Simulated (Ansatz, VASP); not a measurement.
**Zn3SnO3: VASP beside Ansatz**

INCAR

```
ALGO = Normal ; EDIFF = 1E-7
EDIFFG = -0.01 ; ENCUT = 600
GGA = PE ; IBRION = 2
ISIF = 3 ; ISMEAR = 0
LASPH = True ; LCHARG = False
LREAL = False ; LWAVE = False
NELM = 100 ; NSW = 100
PREC = Accurate ; SIGMA = 0.1
```

Contents of KPOINTS:

```
k-points
0
Gamma
  12 12 4
```

File POSCAR:

```
Zn3SnO3
1.0
    3.3783963226      0.0000000000      0.0000000000
   -1.6891981613      2.9257770395      0.0000000000
    0.0000000000      0.0000000000     10.7994885661
Zn Sn O
3 1 3
Direct
    0.6666666667      0.3333333333      0.7844236637
    0.3333333333      0.6666666667      0.0000000000
    0.6666666667      0.3333333333      0.2155763363
    0.0000000000      0.0000000000      0.5000000000
    0.3333333333      0.6666666667      0.7832181255
    0.6666666667      0.3333333333      0.0000000000
    0.3333333333      0.6666666667      0.2167818745
```

Input for Ansatz:

```yaml
crystal:
  lattice:
    - [3.3783963226, 0.0, 0.0]
    - [-1.6891981613, 2.9257770395, 0.0]
    - [0.0, 0.0, 10.7994885661]
  atoms:
    - { symbol: Zn, position: [0.6666666667, 0.3333333333, 0.7844236637] }
    - { symbol: Zn, position: [0.3333333333, 0.6666666667, 0.0] }
    - { symbol: Zn, position: [0.6666666667, 0.3333333333, 0.2155763363] }
    - { symbol: Sn, position: [0.0, 0.0, 0.5] }
    - { symbol: O, position: [0.3333333333, 0.6666666667, 0.7832181255] }
    - { symbol: O, position: [0.6666666667, 0.3333333333, 0.0] }
    - { symbol: O, position: [0.3333333333, 0.6666666667, 0.2167818745] }
basis:
  ecutwfc: 420
kpoints:
  mp_grid: { grid: [12, 12, 4] }
hamiltonian:
  xc: pbe
scf:
  occupations: { method: gaussian, width: 0.1 }
output:
  forces: true
  stress: true
  eigenvalues: true
  write_density: true
  write_potential: true
  elf: true
  volumetric_format: npy
relax:
  adjacent_minimum: "off"
  f_tol: 0.01
  max_steps: 80
  cell: { stress_tol: 0.05 }
```

Alike in both runs: task relaxation of cell and atoms; functional PBE; k mesh 12 × 12 × 4; occupations gaussian, width 0.1 eV; no spin polarisation.

```csv
,VASP,Ansatz
version,VASP 6.6.1,Ansatz 0.2.0
potentials or method,"VASP PAW PBE potentials, release 64 (Zn, Sn_d, O), cutoff 600 eV","scalar-relativistic, plane waves, PAW"
valence electrons in the cell,68,68
```

Ansatz gave:

- gap on the k mesh at the Fermi level, each at its own relaxed structure (eV): none
- relaxed volume (Å³/atom): 15.56
- relaxed cell length with the largest relative difference (Å): 11.072

Task: What did VASP give for the same quantities?

Result: gap on the k mesh at the Fermi level, each at its own relaxed structure (eV): none; relaxed volume (Å³/atom): 15.41; relaxed cell length with the largest relative difference (Å): 10.878.

A gap of «none» marks a metal or a gap that the smearing closes.
